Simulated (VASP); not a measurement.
The system is MnO.

```xyz
2
Lattice="0.0000 2.2220 2.2220 2.2220 0.0000 2.2220 2.2220 2.2220 0.0000" Properties=species:S:1:pos:R:3 pbc="T T T"
Mn    0.0000    0.0000    0.0000
O     2.2220    2.2220    2.2220
```

Base run:

* Program: VASP 6.6.1
* Functional: PBEsol
* Potentials or basis: VASP PAW PBE potentials, release 64 (Mn_pv, O)
* Cutoff: 520 eV
* k mesh: 7 × 7 × 7
* Occupations: fermi-dirac, width 0.03 eV
* Spin: collinear spin, ferromagnetic start
* Starting moments: [5.0, 0.0] μB
* Fixed moment: 5 μB

Its results: pressure -1.2 GPa; site moments Mn +4.47; O +0.24 μB.

Q: The run is repeated on the same cell with these changes: fixed moment from 5 μB to 4.17 μB; moments at the start from [5.0, 0.0] to [4.17, 0.0]. What comes out?

A: Pressure -17.0 GPa; site moments Mn +3.88; O +0.11 μB.

Caveats: the PAW data sets were made with another functional, which shifts forces and pressure a little; the total moment is fixed, so each spin has its own Fermi level; a cell with one magnetic atom can't hold antiferromagnetic order, which such compounds often take.
